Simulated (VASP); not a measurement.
# CoO (Fm-3m) in VASP: settings compared, part 2 of 2

VASP 6.6.1. The steps go on from the part before.

### Step 3. Relaxation of cell and atoms, RPBE, collinear spin, ferromagnetic start

This run uses another cell than the first one, of 9.68 Å³/atom, 0.962 times its volume.

Input file INCAR:

```
SYSTEM = CoO
ALGO = Normal
EDIFF = 1E-6
EDIFFG = -0.01
ENCUT = 600
GGA = RP
IBRION = 2
ISIF = 3
ISMEAR = -1
ISPIN = 2
LASPH = .TRUE.
LCHARG = .FALSE.
LMAXMIX = 4
LORBIT = 11
LREAL = .FALSE.
LWAVE = .FALSE.
MAGMOM = 2 0
NELM = 150
NSW = 60
PREC = Accurate
SIGMA = 0.05
```

Input file KPOINTS:

```
k-points
0
G
  11 11 11
  0 0 0
```

Input file POSCAR:

```
CoO
1.0
    0.0000000000      2.1315000000      2.1315000000
    2.1315000000      0.0000000000      2.1315000000
    2.1315000000      2.1315000000      0.0000000000
Co O
1 1
Direct
    0.0000000000      0.0000000000      0.0000000000
    0.5000000000      0.5000000000      0.5000000000
```

Potentials or basis: VASP PAW PBE potentials, release 64 (Co, O).

Run with:

```sh
> cat potpaw_PBE.64/Co/POTCAR potpaw_PBE.64/O/POTCAR > POTCAR
> mpirun -np 1 vasp_std > vasp.out
```

OUTCAR:

```text
SYSTEM = CoO
   EDIFF = 1E-6
   EDIFFG = -0.01
   ENCUT = 600
   GGA = RP
   IBRION = 2
   ISIF = 3
   ISMEAR = -1
   ISPIN = 2
   LASPH = .TRUE.
   LORBIT = 11
   LREAL = .FALSE.
   NELM = 150
   NSW = 60
   PREC = Accurate

 ion  position               nearest neighbor table
   1  0.000  0.000  0.000-   2 2.13   2 2.13   2 2.13   2 2.13   2 2.13   2 2.13
   2  0.500  0.500  0.500-   1 2.13   1 2.13   1 2.13   1 2.13   1 2.13   1 2.13

  LATTYP: Found a face centered cubic cell.
 ALAT       =     4.2630000000

  Lattice vectors:

 A1 = (   0.0000000000,   2.1315000000,   2.1315000000)
 A2 = (   2.1315000000,   0.0000000000,   2.1315000000)
 A3 = (   2.1315000000,   2.1315000000,   0.0000000000)

Analysis of symmetry for initial positions (statically):
[... 25 lines left out ...]
The dynamic configuration has the point symmetry O_h .

Analysis of structural, dynamic, and magnetic symmetry:
=====================================================================
 Subroutine PRICEL returns:
[... 7 lines left out ...]
 out of a pool of 48 trial point group operations.

The overall configuration has the point symmetry O_h .

 Subroutine INISYM returns: Found 48 space group operations
[... 5 lines left out ...]
                                     Primitive cell

  volume of cell :      19.3681

  direct lattice vectors                    reciprocal lattice vectors
     0.000000000  2.131500000  2.131500000    -0.234576589  0.234576589  0.234576589
     2.131500000  0.000000000  2.131500000     0.234576589 -0.234576589  0.234576589
     2.131500000  2.131500000  0.000000000     0.234576589  0.234576589 -0.234576589

  length of vectors
     3.014396208  3.014396208  3.014396208     0.406298571  0.406298571  0.406298571

  position of ions in fractional coordinates (direct lattice)
     0.000000000  0.000000000  0.000000000
     0.500000000  0.500000000  0.500000000

  ion indices of the primitive-cell ions
   primitive index   ion index
                 1           1
                 2           2

----------------------------------------------------------------------------------------

 KPOINTS: k-points

Automatic generation of k-mesh.
 Grid dimensions read from file:
 generate k-points for:   11   11   11

 Generating k-lattice:

  Cartesian coordinates                     Fractional coordinates (reciprocal lattice)
    -0.021325144  0.021325144  0.021325144     0.090909091  0.000000000  0.000000000
     0.021325144 -0.021325144  0.021325144     0.000000000  0.090909091  0.000000000
     0.021325144  0.021325144 -0.021325144     0.000000000  0.000000000  0.090909091

  Length of vectors
     0.036936234  0.036936234  0.036936234

  Shift w.r.t. Gamma in fractional coordinates (k-lattice)
     0.000000000  0.000000000  0.000000000

 Subroutine IBZKPT returns following result:
 ===========================================

 Found     56 irreducible k-points:

 Following reciprocal coordinates:
            Coordinates               Weight
  0.000000  0.000000  0.000000      1.000000
  0.090909  0.000000  0.000000      8.000000
  0.181818  0.000000  0.000000      8.000000
  0.272727  0.000000  0.000000      8.000000
  0.363636  0.000000  0.000000      8.000000
  0.454545  0.000000  0.000000      8.000000
[... 16 lines left out ...]
 -0.272727  0.181818  0.000000     24.000000
 -0.181818  0.181818  0.000000     12.000000
 [... further k-points ...]
   k-points           NKPTS =     56   k-points in BZ     NKDIM =     56   number of bands    NBANDS=     12
   number of dos      NEDOS =    301   number of ions     NIONS =      2
   total plane-waves  NPLWV =  13824
   dimension x,y,z NGX =    24 NGY =   24 NGZ =   24
   dimension x,y,z NGXF=    48 NGYF=   48 NGZF=   48
   ions per type =               1   1
   NGX,Y,Z   is equivalent  to a cutoff of  13.24, 13.24, 13.24 a.u.
   NGXF,Y,Z  is equivalent  to a cutoff of  26.47, 26.47, 26.47 a.u.
 SYSTEM =  CoO
   PREC   = accura    normal or accurate (medium, high low for compatibility)
   ISTART =      0    job   : 0-new  1-cont  2-samecut
   ICHARG =      2    charge: 1-file 2-atom 10-const
   ISPIN  =      2    spin polarized calculation?
   LNONCOLLINEAR =      F non collinear calculations
   LSORBIT =      F    spin-orbit coupling
   LASPH  =      T    aspherical Exc in radial PAW
   ENCUT  =  600.0 eV  44.10 Ry    6.64 a.u.   6.02  6.02  6.02*2*pi/ulx,y,z
   NELM   =    150;   NELMIN=  2; NELMDL= -5     # of ELM steps
   EDIFF  = 0.1E-05   stopping-criterion for ELM
   LREAL  =      F    real-space projection
   EDIFFG = -.1E-01   stopping-criterion for IOM
   NSW    =     60    number of steps for IOM
   IBRION =      2    ionic relax: 0-MD 1-quasi-New 2-CG
   NFREE  =      1    steps in history (QN), initial steepest desc. (CG)
   ISIF   =      3    stress and relaxation
   ISYM   =      2    0-nonsym 1-usesym 2-fastsym
   POTIM  = 0.5000    time-step for ionic-motion
   TEBEG  =    0.0;   TEEND  =   0.0 temperature during run
   PSTRESS=    0.0 pullay stress
   NELECT =      15.0000    total number of electrons
   NUPDOWN=      -1.0000    fix difference up-down
   EMIN   =  10.00;   EMAX   =-10.00  energy-range for DOS
   EFERMI =   0.00;   METHOD = LEGACY
   ISMEAR =    -1;   SIGMA  =   0.05  broadening in eV -4-tet -1-fermi 0-gaus
   EFERMI_NEDOS =   21; number of points for ismear=-14 and -15
   IALGO  =     38    algorithm
   IMIX   =      4    mixing-type and parameters
     AMIX     =   0.40;   BMIX     =  1.00
     AMIX_MAG =   1.60;   BMIX_MAG =  1.00
  volume/ion in A,a.u.               =       9.68        65.35
  Fermi-wavevector in a.u.,A,eV,Ry     =   1.503407  2.841027 30.752334  2.260233
  Thomas-Fermi vector in A             =   2.614521
   LORBIT       =     11    0 simple, 1 ext, 2 COOP (PROOUT), +10 PAW based schemes
   GGA     = RP    functional components
   LHFCALC =     F    Hartree Fock is set to
   AEXX    =    0.0000 exact exchange contribution
   IVDW    =     0    specifies the selected vdW correction
   LEPSILON=     F    determine dielectric tensor
   LRPA    =     F    only Hartree local field effects (RPA)
 conjugate gradient relaxation of ions
 spin polarized calculation
  energy-cutoff  :      600.00
  volume of cell :       19.37
 maximum number of plane-waves:       660
   NGX = 13   NGY = 13   NGZ = 13

--------------------------------------- Ionic step        1  -------------------------------------------

 number of electron      15.0000007 magnetization       2.9271978

 Free energy of the ion-electron system (eV)
  ---------------------------------------------------
  ext. energy  EPLUGINS =         0.00000000
  ---------------------------------------------------
  free energy    TOTEN  =       -12.20838397 eV

  energy without entropy =      -12.17377978  energy(sigma->0) =      -12.19108187

------------------------ aborting loop because EDIFF is reached ----------------------------------------

  FORCE on cell =-STRESS in cart. coord.  units (eV):
  Direction    XX          YY          ZZ          XY          YZ          ZX
  --------------------------------------------------------------------------------------
  -------------------------------------------------------------------------------------
  Total        0.4352498      0.4352498      0.4352498     -0.0000000     -0.0000000      0.0000000
  in kB       36.0050289     36.0050289     36.0050289     -0.0000000     -0.0000000      0.0000000
  external PRESSURE =      36.0050289 kB  Pullay stress =       0.0000000 kB
[... 59 lines left out ...]
--------------------------------------- Ionic step        3  -------------------------------------------

 number of electron      15.0000007 magnetization       2.9622665

 Free energy of the ion-electron system (eV)
  ---------------------------------------------------
  ext. energy  EPLUGINS =         0.00000000
  ---------------------------------------------------
  free energy    TOTEN  =       -12.21290932 eV

  energy without entropy =      -12.17819321  energy(sigma->0) =      -12.19555127

 E-fermi :   7.7226     XC(G=0): -12.0939

 val. band max:        7.7195510260   @ k =   0.3636   0.2727   0.0909
 cond. band min:       7.7346935240   @ k =  -0.1818   0.2727   0.0909
 fundamental gap:      0.0151424980
 Fermi energy:         7.7225915225

 spin component 1

 k-point     1 :       0.0000    0.0000    0.0000
  band No.  band energies     occupation
      1     -12.3125      1.00000
      2       4.4205      1.00000
      3       4.4205      1.00000
      4       4.6471      1.00000
      5       4.6471      1.00000
      6       4.6471      1.00000
      7       4.7316      1.00000
      8       4.7316      1.00000
      9       4.7316      1.00000
     10       8.6725      0.00000
     11      24.6151      0.00000
     12      25.7413      0.00000
[... 333 lines left out ...]
      1     -11.6174      1.00000
      2       1.2951      1.00000
      3       2.2703      1.00000
      4       2.9151      1.00000
      5       4.9357      1.00000
      6       4.9536      1.00000
      7       5.7004      1.00000
      8       5.7778      1.00000
      9       7.3755      0.99903
     10      12.3298      0.00000
     11      19.2621      0.00000
     12      20.2503      0.00000

 [... further k-points ...]

 spin component 2

 k-point     1 :       0.0000    0.0000    0.0000
  band No.  band energies     occupation
      1     -11.7949      1.00000
      2       5.3155      1.00000
      3       5.3155      1.00000
      4       5.3155      1.00000
      5       6.6842      1.00000
      6       6.6842      1.00000
      7       6.6844      1.00000
      8       7.9164      0.02030
      9       7.9167      0.02018
     10       9.2009      0.00000
     11      24.4279      0.00000
     12      26.1731      0.00000
[... 374 lines left out ...]
  FREE ENERGIE OF THE ION-ELECTRON SYSTEM (eV)
  ---------------------------------------------------
  free  energy   TOTEN  =       -12.2129093240 eV

  energy  without entropy=      -12.1781932150  energy(sigma->0) =      -12.19555127

 reached required accuracy - stopping structural energy minimisation

 total charge

# of ion       s       p       d       tot
------------------------------------------
    1        0.287   0.339   7.119   7.745
    2        1.558   3.427   0.000   4.984
--------------------------------------------------
tot          1.844   3.766   7.119  12.729

 magnetization (x)

# of ion       s       p       d       tot
------------------------------------------
    1        0.020   0.016   2.570   2.606
    2        0.028   0.281   0.000   0.309
--------------------------------------------------
tot          0.047   0.297   2.570   2.915
```

Run time: 53 s. Hardware: 1 thread of Intel Xeon Platinum 8259CL at 2.50GHz (Skylake/Cascade Lake), shared host; peak memory 0.17 GiB.

Results:

* Free energy: -12.2129 eV
* Relaxed volume: 9.89 Å³/atom
* Relaxed cell: a = 3.036 Å, b = 3.036 Å, c = 3.036 Å, α = 60.00°, β = 60.00°, γ = 60.00°
* Space group after relaxing (to 0.05 Å): Fm-3m (No. 225)
* Energy gained by relaxing: 2.3 meV/atom
* Ionic steps: 3
* Pressure after relaxing: 0.0 GPa
* Band gap on the k mesh: zero (filled and empty bands overlap)
* Net moment: 2.96 μB per cell
* Site moments: Co +2.61; O +0.31 μB
* Valence electrons inside the program's atomic spheres: Co 7.75; O 4.98

Step by step:
```csv
step,energy change (eV),largest force (eV/Å),pressure (GPa),volume (Å³)
1,0.0000,0.0000,3.60,19.37
2,-0.0035,0.0000,-1.60,19.98
3,-0.0045,0.0000,0.03,19.78
```

Final structure:
```
CELL_PARAMETERS angstrom
0.00000 2.14659 2.14659
2.14659 0.00000 2.14659
2.14659 2.14659 0.00000
ATOMIC_POSITIONS crystal
Co 0.00000 0.00000 0.00000
O 0.50000 0.50000 0.50000
```

Caveat: the PAW data sets were made with another functional, which shifts forces and pressure a little; a cell with one magnetic atom can't hold antiferromagnetic order, which such compounds often take; semilocal functionals often make such compounds metallic where correlation or magnetic order opens a gap, which also shifts bond lengths.

### Step 4. Relaxation of cell and atoms, PBE exchange alone, collinear spin, ferromagnetic start

This run uses another cell than the first one, of 9.68 Å³/atom, 0.962 times its volume.

Input file INCAR:

```
PREC = Accurate
ENCUT = 600
EDIFF = 1E-6
ISMEAR = -1
SIGMA = 0.05
LREAL = False
LASPH = True
NELM = 150
ALGO = Normal
ISIF = 3
LWAVE = False
LCHARG = False
ISPIN = 2
MAGMOM = 2 0
LORBIT = 11
LMAXMIX = 4
GGA = PE
ALDAC = 0.0
AGGAC = 0.0
IBRION = 2
NSW = 60
EDIFFG = -0.01
```

Input file KPOINTS:

```
regular mesh
0
Gamma
  11 11 11
```

POSCAR is that of step 3.

Run with:

```sh
> cat potpaw_PBE.64/Co/POTCAR potpaw_PBE.64/O/POTCAR > POTCAR
> mpirun -np 1 vasp_std > vasp.out
```

Run time: 60 s. Hardware: 1 thread of Intel Xeon Platinum 8259CL at 2.50GHz (Skylake/Cascade Lake), shared host; peak memory 0.17 GiB.

Results (log left out):

```yaml
Free_energy: -10.8945 eV
Relaxed_volume: 10.96 Å³/atom
Relaxed_cell: a = 3.141 Å, b = 3.141 Å, c = 3.141 Å, α = 60.00°, β = 60.00°, γ = 60.00°
Space_group_after_relaxing_to_0.05_Å: Fm-3m (No. 225)
Energy_gained_by_relaxing: 77.2 meV/atom
Ionic_steps: 3
Pressure_after_relaxing: 0.1 GPa
Band_gap_on_the_k_mesh: zero (filled and empty bands overlap)
Net_moment: 3.00 μB per cell
Site_moments: Co +2.64; O +0.30 μB
Valence_electrons_inside_the_program's_atomic_spheres: Co 7.62; O 4.94
```

The path:
```
step  energy change (eV)  largest force (eV/Å)  pressure (GPa)  volume (Å³)
   1              0.0000                0.0000           21.69        19.37
   2             -0.1242                0.0000           -6.76        23.28
   3             -0.1544                0.0000            0.10        21.92
```

Final structure:
```
Co O
1.0
     0.00000    2.22132    2.22132
     2.22132    0.00000    2.22132
     2.22132    2.22132    0.00000
Co O
1 1
Cartesian
  0.0000 0.0000 0.0000
  2.2213 2.2213 2.2213
```

Levels at points of the mesh, in eV from the Fermi level:
Spin up:
| k point | band 5 | band 6 | band 7 | band 8 | band 9 | band 10 | band 11 | band 12 |
| --- | --- | --- | --- | --- | --- | --- | --- | --- |
| (0.00, 0.00, 0.00) | -3.14 | -3.14 | -2.69 | -2.69 | -2.69 | 0.54 | 17.08 | 17.40 |
Spin down:
```
           k point  band 2  band 3  band 4  band 5  band 6  band 7  band 8  band 9  band 10  band 11
(0.00, 0.00, 0.00)   -2.04   -2.04   -2.04   -0.86   -0.86   -0.86    0.36    0.37     1.19    16.96
```

Caveat: the volume moved by +13 % from the deposited cell, more than functionals usually miss; a cell with one magnetic atom can't hold antiferromagnetic order, which such compounds often take; semilocal functionals often make such compounds metallic where correlation or magnetic order opens a gap, which also shifts bond lengths.

### Step 5. Overview

```tsv
task	level	cell	cutoff (eV)	gap on the mesh (eV)	pressure (GPa)	moment (μB)	relaxed volume (Å³/atom)
single point	PBEsol	a = 3.054 Å, angles 60.0°, 2 atoms	520	none	-16.9	2.98	-
relaxation of cell and atoms	RPBE	relaxed from a = 3.014 Å, angles 60.0°, 2 atoms	600	none	0.0	2.96	9.89
relaxation of cell and atoms	PBE exchange alone	relaxed from a = 3.014 Å, angles 60.0°, 2 atoms	600	none	0.1	3.00	10.96
```

Alike in all rows: potentials or basis VASP PAW PBE potentials, release 64 (Co, O); spin collinear, ferromagnetic start; k mesh 11 × 11 × 11; smearing fermi-dirac 0.05 eV.

Caveats: a cell with one magnetic atom can't hold antiferromagnetic order, which such compounds often take; semilocal functionals often make such compounds metallic where correlation or magnetic order opens a gap, which also shifts bond lengths; the PAW data sets were made with another functional, which shifts forces and pressure a little (some runs); the volume moved by +13 % from the deposited cell, more than functionals usually miss (some runs).

Absolute energies hang on the potentials; compare differences alone.
